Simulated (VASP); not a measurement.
# KBr (Fm-3m) in VASP: further runs, part 2 of 2

VASP 6.6.1. Earlier steps stand in the parts before.

## Step 3: Single point, HF

This run uses another cell than the first one, of 40.93 Å³/atom.

Contents of POSCAR:

```
KBr
1.0
    0.0000000000      3.4461804388      3.4461804388
    3.4461804388      0.0000000000      3.4461804388
    3.4461804388      3.4461804388      0.0000000000
Br K
1 1
Direct
    0.5000000000      0.5000000000      0.5000000000
    0.0000000000      0.0000000000      0.0000000000
```

Contents of INCAR.step1:

```
ALGO = Normal
EDIFF = 1E-5
ENCUT = 520
GGA = PE
ISIF = 2
ISMEAR = -1
LASPH = T
LCHARG = F
LREAL = F
LWAVE = T
NBANDS = 15
NELM = 100
PREC = Accurate
SIGMA = 0.05
```

Contents of INCAR.step2:

```
AEXX = 1.0
AGGAC = 0.0
ALDAC = 0.0
ALGO = Normal
EDIFF = 1E-7
ENCUT = 520
GGA = PE
ISIF = 2
ISMEAR = -1
ISTART = 1
LASPH = T
LCHARG = F
LHFCALC = T
LREAL = F
LWAVE = F
NBANDS = 15
NELM = 100
PREC = Accurate
PRECFOCK = Normal
SIGMA = 0.05
```

Contents of KPOINTS:

```
k-points
0
Gamma
  4 4 4
```

Potentials or basis: VASP PAW PBE potentials, release 64 (Br, K_sv).

Run with:

```
> cat potpaw_PBE.64/Br/POTCAR potpaw_PBE.64/K_sv/POTCAR > POTCAR
> cp INCAR.step1 INCAR
> mpirun -np 1 vasp_std > vasp.out
> cp INCAR.step2 INCAR
> mpirun -np 1 vasp_std > vasp.out
```

OUTCAR:

```text
AEXX = 1.0
   EDIFF = 1E-7
   ENCUT = 520
   GGA = PE
   ISIF = 2
   ISMEAR = -1
   ISTART = 1
   LASPH = T
   LHFCALC = T
   LREAL = F
   NELM = 100
   PREC = Accurate
   PRECFOCK = Normal

 ion  position               nearest neighbor table
   1  0.500  0.500  0.500-
   2  0.000  0.000  0.000-

  LATTYP: Found a face centered cubic cell.
 ALAT       =     6.8923608776

  Lattice vectors:

 A1 = (   0.0000000000,   3.4461804388,   3.4461804388)
 A2 = (   3.4461804388,   0.0000000000,   3.4461804388)
 A3 = (   3.4461804388,   3.4461804388,   0.0000000000)

Analysis of symmetry for initial positions (statically):
=====================================================================
 Subroutine PRICEL returns:
 Original cell was already a primitive cell.

 Routine SETGRP: Setting up the symmetry group for a
 face centered cubic supercell.

 Subroutine GETGRP returns: Found 48 space group operations
 (whereof 48 operations were pure point group operations)
 out of a pool of 48 trial point group operations.

The static configuration has the point symmetry O_h .

Analysis of symmetry for dynamics (positions and initial velocities):
=====================================================================
 Subroutine PRICEL returns:
 Original cell was already a primitive cell.

 Routine SETGRP: Setting up the symmetry group for a
 face centered cubic supercell.

 Subroutine GETGRP returns: Found 48 space group operations
 (whereof 48 operations were pure point group operations)
 out of a pool of 48 trial point group operations.

The dynamic configuration has the point symmetry O_h .

 Subroutine INISYM returns: Found 48 space group operations
 (whereof 48 operations are pure point group operations),
 and found     1 'primitive' translations

[... 111 lines left out ...]
   HFSCREENC=   0.0000 screening length for correlation (either q_TF or 0.3 A-1)
   ENCUTFOCK=  -1.0 apply spherical cutoff to Coloumb kernel
   IVDW    =     0    specifies the selected vdW correction
   LEPSILON=     F    determine dielectric tensor
   LRPA    =     F    only Hartree local field effects (RPA)
 non-spin polarized calculation
  energy-cutoff  :      520.00
  volume of cell :       81.85
 maximum number of plane-waves:      2229
  NGX = 28; NGY = 28; NGZ = 28

 number of electron      15.9999998 magnetization

 Free energy of the ion-electron system (eV)
  ---------------------------------------------------
  ext. energy  EPLUGINS =         0.00000000
  ---------------------------------------------------
  free energy    TOTEN  =       -11.23863266 eV

  energy without entropy =      -11.23863266  energy(sigma->0) =      -11.23863266

 E-fermi :  -5.0880     XC(G=0):   0.0000

 val. band max:       -6.1782377473   @ k =   0.0000   0.0000   0.0000
 cond. band min:       5.4244103424   @ k =   0.0000   0.0000   0.0000
 fundamental gap:     11.6026480898
 Fermi energy:        -5.0879811798

 k-point     1 :       0.0000    0.0000    0.0000
  band No.  band energies     occupation
      1     -42.8301      2.00000
      2     -22.4199      2.00000
      3     -20.8867      2.00000
      4     -20.8867      2.00000
      5     -20.8867      2.00000
      6      -6.1782      2.00000
      7      -6.1782      2.00000
      8      -6.1782      2.00000
      9       5.4244      0.00000
     10       9.5837      0.00000
     11       9.5837      0.00000
     12       9.5837      0.00000
     13      10.9776      0.00000
     14      10.9776      0.00000
[... 113 lines left out ...]
      2     -22.3738      2.00000
      3     -20.9290      2.00000
      4     -20.9290      2.00000
      5     -20.8143      2.00000
      6      -6.7982      2.00000
      7      -6.7982      2.00000
      8      -6.6814      2.00000
      9       8.8165      0.00000
     10       8.8165      0.00000
     11       9.7394      0.00000
     12      10.8737      0.00000
     13      13.0164      0.00000
     14      14.0640      0.00000
     15      14.1958      0.00000

------------------------ aborting loop because EDIFF is reached ----------------------------------------

  FORCE on cell =-STRESS in cart. coord.  units (eV):
  Direction    XX          YY          ZZ          XY          YZ          ZX
  --------------------------------------------------------------------------------------
  -------------------------------------------------------------------------------------
  Total       -0.0741688     -0.0741688     -0.0741688      0.0000000     -0.0000000      0.0000000
  in kB       -1.4517364     -1.4517364     -1.4517364      0.0000000     -0.0000000      0.0000000
  external PRESSURE =      -1.4517364 kB  Pullay stress =       0.0000000 kB

 VOLUME and BASIS-vectors are now :
 -----------------------------------------------------------------------------
  energy-cutoff  :      520.00
  volume of cell :       81.85
      direct lattice vectors                 reciprocal lattice vectors
     0.000000000  3.446180439  3.446180439    -0.145088166  0.145088166  0.145088166
     3.446180439  0.000000000  3.446180439     0.145088166 -0.145088166  0.145088166
     3.446180439  3.446180439  0.000000000     0.145088166  0.145088166 -0.145088166

 POSITION                                       TOTAL-FORCE (eV/Angst)
 -----------------------------------------------------------------------------------
      3.44618      3.44618      3.44618         0.000000      0.000000      0.000000
      0.00000      0.00000      0.00000        -0.000000     -0.000000     -0.000000
 -----------------------------------------------------------------------------------
    total drift:                               -0.000000     -0.000000     -0.000000

  FREE ENERGIE OF THE ION-ELECTRON SYSTEM (eV)
  ---------------------------------------------------
  free  energy   TOTEN  =       -11.2386326572 eV

  energy  without entropy=      -11.2386326571  energy(sigma->0) =      -11.23863266
```

It took 24 min on 1 thread of Intel Xeon 8259CL, shared host; peak memory 0.19 GiB.

Results:

```
Free energy            : -11.2386 eV
Pressure               : -0.1 GPa
Band gap on the k mesh : 11.60 eV
```

Caveat: the PAW data sets were made with another functional, which shifts forces and pressure a little.

## Step 4: Single point, PBE-based screened hybrid with 25 % exact exchange

This run uses another cell than the first one, of 33.78 Å³/atom.

Contents of POSCAR:

```
KBr
1.0
    0.0000000000      3.2326341588      3.2326341588
    3.2326341588      0.0000000000      3.2326341588
    3.2326341588      3.2326341588      0.0000000000
Br K
1 1
Direct
    0.5000000000      0.5000000000      0.5000000000
    0.0000000000      0.0000000000      0.0000000000
```

Contents of INCAR.step1:

```
SYSTEM = KBr
  ALGO = Normal
  EDIFF = 1E-5
  ENCUT = 520
  GGA = PE
  ISIF = 2
  ISMEAR = 0
  LASPH = .True.
  LREAL = .False.
  LWAVE = .True.
  NBANDS = 15
  NELM = 80
  PREC = Accurate
  SIGMA = 0.1
```

Contents of INCAR.step2:

```
SYSTEM = KBr
  AEXX = 0.25
  ALGO = Normal
  EDIFF = 1E-6
  ENCUT = 520
  GGA = PE
  HFSCREEN = 0.3
  ISIF = 2
  ISMEAR = 0
  ISTART = 1
  LASPH = .True.
  LCHARG = .True.
  LELF = .True.
  LHFCALC = .True.
  LREAL = .False.
  LVHAR = .True.
  LWAVE = .False.
  NBANDS = 15
  NELM = 80
  PREC = Accurate
  PRECFOCK = Normal
  SIGMA = 0.1
```

Contents of KPOINTS:

```
k-points
0
Gamma
  4 4 4
  0 0 0
```

Run with:

```
> cat potpaw_PBE.64/Br/POTCAR potpaw_PBE.64/K_sv/POTCAR > POTCAR
> cp INCAR.step1 INCAR
> mpirun -np 1 vasp_std > vasp.out
> cp INCAR.step2 INCAR
> mpirun -np 1 vasp_std > vasp.out
```

Wall time 15 min (1 thread of Intel Xeon 8259CL, shared host); peak memory 0.32 GiB.

It converged, with:

* Free energy: -6.9732 eV
* Pressure: 1.7 GPa
* Band gap on the k mesh: 5.56 eV

Levels at points of the mesh, in eV from the valence-band top:
| k point | band 5 | band 6 | band 7 | band 8 | band 9 | band 10 | band 11 | band 12 |
| --- | --- | --- | --- | --- | --- | --- | --- | --- |
| (0.00, 0.00, 0.00) | -11.93 | 0.00 | 0.00 | 0.00 | 5.56 | 8.72 | 8.72 | 8.72 |
| (0.50, 0.00, 0.00) | -11.63 | -1.35 | -0.39 | -0.39 | 7.66 | 9.59 | 11.29 | 11.29 |
| (0.50, 0.50, 0.00) | -11.98 | -0.92 | -0.32 | -0.32 | 6.76 | 8.48 | 10.81 | 10.90 |

Caveat: the k points lie up to 0.42 Å⁻¹ apart; the PAW data sets were made with another functional, which shifts forces and pressure a little.

## Step 5: Single point, PBE-based screened hybrid with 25 % exact exchange

This run uses another cell than the first one, of 34.50 Å³/atom.

Contents of POSCAR:

```
KBr
1.0
    0.0000000000      3.2553999381      3.2553999381
    3.2553999381      0.0000000000      3.2553999381
    3.2553999381      3.2553999381      0.0000000000
Br K
1 1
Direct
    0.5000000000      0.5000000000      0.5000000000
    0.0000000000      0.0000000000      0.0000000000
```

Contents of INCAR.step1:

```
SYSTEM = KBr
PREC     = Accurate       ! precision mode
ENCUT    = 520            ! plane-wave cutoff, eV
EDIFF    = 1E-5           ! SCF threshold, eV
ISMEAR   = 0              ! smearing method
SIGMA    = 0.1            ! smearing width, eV
LREAL    = .FALSE.        ! projectors in reciprocal space
LASPH    = .TRUE.         ! aspherical terms in the spheres
NELM     = 80             ! most SCF steps
ALGO     = Normal         ! electronic algorithm
ISIF     = 2              ! what is computed and relaxed
LWAVE    = .TRUE.         ! write WAVECAR
NBANDS   = 15             ! bands
GGA      = PE             ! functional
```

Contents of INCAR.step2:

```
SYSTEM = KBr
PREC     = Accurate       ! precision mode
ENCUT    = 520            ! plane-wave cutoff, eV
EDIFF    = 1E-6           ! SCF threshold, eV
ISMEAR   = 0              ! smearing method
SIGMA    = 0.1            ! smearing width, eV
LREAL    = .FALSE.        ! projectors in reciprocal space
LASPH    = .TRUE.         ! aspherical terms in the spheres
NELM     = 80             ! most SCF steps
ALGO     = Normal         ! electronic algorithm
ISIF     = 2              ! what is computed and relaxed
LWAVE    = .FALSE.        ! write WAVECAR
LCHARG   = .TRUE.         ! write CHGCAR
GGA      = PE             ! functional
LHFCALC  = .TRUE.         ! exact exchange
AEXX     = 0.25           ! exact-exchange fraction
HFSCREEN = 0.3            ! screening, 1/A
PRECFOCK = Normal       
LELF     = .TRUE.         ! ELF
LVHAR    = .TRUE.       
NBANDS   = 15             ! bands
ISTART   = 1
```

Contents of KPOINTS:

```
regular mesh
0
G
  4 4 4
  0 0 0
```

Run with:

```
> cat potpaw_PBE.64/Br/POTCAR potpaw_PBE.64/K_sv/POTCAR > POTCAR
> cp INCAR.step1 INCAR
> mpirun -np 1 vasp_std > vasp.out
> cp INCAR.step2 INCAR
> mpirun -np 1 vasp_std > vasp.out
```

It took 14 min on 1 thread of Intel Xeon 8259CL, shared host; peak memory 0.32 GiB.

The run converged. Its results:

- Free energy: -6.9865 eV
- Pressure: 1.2 GPa
- Band gap on the k mesh: 5.49 eV

Levels at points of the mesh, in eV from the valence-band top:
```csv
k point,band 5,band 6,band 7,band 8,band 9,band 10,band 11,band 12
"(0.00, 0.00, 0.00)",-11.97,0.00,0.00,0.00,5.49,8.72,8.72,8.72
"(0.50, 0.00, 0.00)",-11.69,-1.30,-0.37,-0.37,7.61,9.50,11.23,11.23
"(0.50, 0.50, 0.00)",-12.01,-0.90,-0.32,-0.32,6.78,8.40,10.77,10.78
```

Caveat: the PAW data sets were made with another functional, which shifts forces and pressure a little.

## Step 6: The runs side by side

```tsv
task	level	potentials or basis	spin	cell	k mesh	cutoff (eV)	smearing	tolerance level	purpose	passes	dipole correction	grid for exact exchange (PRECFOCK)	gap on the mesh (eV)	pressure (GPa)
relaxation of cell and atoms	LDA	VASP PAW LDA potentials, release 64 (Br, K_sv)	non-collinear, zero start, SOC	relaxed from a = 4.588 Å, angles 60.0°, 2 atoms	7 × 7 × 7	690	gaussian 0.03 eV	standard	cell	3	-	-	-	0.0
single point	HF	VASP PAW PBE potentials, release 64 (Br, K_sv)	off	a = 4.874 Å, angles 60.0°, 2 atoms	4 × 4 × 4	520	fermi-dirac 0.05 eV	-	-	-	no	Normal	11.60	-0.1
single point	PBE-based screened hybrid with 25 % exact exchange	VASP PAW PBE potentials, release 64 (Br, K_sv)	off	a = 4.572 Å, angles 60.0°, 2 atoms	4 × 4 × 4	520	gaussian 0.1 eV	-	-	-	no	Normal	5.56	1.7
single point	PBE-based screened hybrid with 25 % exact exchange	VASP PAW PBE potentials, release 64 (Br, K_sv)	off	a = 4.604 Å, angles 60.0°, 2 atoms	4 × 4 × 4	520	gaussian 0.1 eV	-	-	-	no	Normal	5.49	1.2
```

Caveats: some runs use coarse meshes; the PAW data sets were made with another functional, which shifts forces and pressure a little (at least some runs).

Absolute energies hang on the potentials; compare differences alone.
